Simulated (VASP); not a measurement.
Crystal: GaN.

```
Ga N
1.0
     0.00000    2.13524    2.13524
     2.13524    0.00000    2.13524
     2.13524    2.13524    0.00000
Ga N
1 1
Direct
  0.00000 0.00000 0.00000
  0.50000 0.50000 0.50000
```

```yaml
Program: VASP 6.6.1
Task: relaxation of cell and atoms
Functional: revPBE
Dispersion: D4
Potentials_or_basis: VASP PAW PBE potentials, release 64 (Ga_d, N)
Cutoff: 600 eV
k_mesh: 11 × 11 × 11
Occupations: fermi-dirac, width 0.05 eV
Spin: no spin polarisation
```

At the start: pressure -10.3 GPa; volume 9.74 Å³/atom.

Problem. Where does the relaxation end?

Solution. Over 6 steps the energy falls by 16.1 meV/atom and the volume is 9.26 Å³/atom (-4.9 %); space group Fm-3m (No. 225, to 0.05 Å).

Step by step:
```tsv
step	energy change (eV)	largest force (eV/Å)	pressure (GPa)	volume (Å³)
1	0.0000	0.0000	-10.33	19.47
2	-0.0071	0.0000	11.04	17.75
3	-0.0321	0.0000	-0.19	18.52
4	-0.0321	0.0000	0.25	18.50
5	-0.0321	0.0000	-0.31	18.54
6	-0.0321	0.0000	0.05	18.52
```

Final structure:
```
Ga N
1.0
     0.00000    2.09995    2.09995
     2.09995    0.00000    2.09995
     2.09995    2.09995    0.00000
Ga N
1 1
Cartesian
  0.0000 0.0000 0.0000
  2.1000 2.1000 2.1000
```

Caveat: the PAW data sets were made with another functional, which shifts forces and pressure a little.
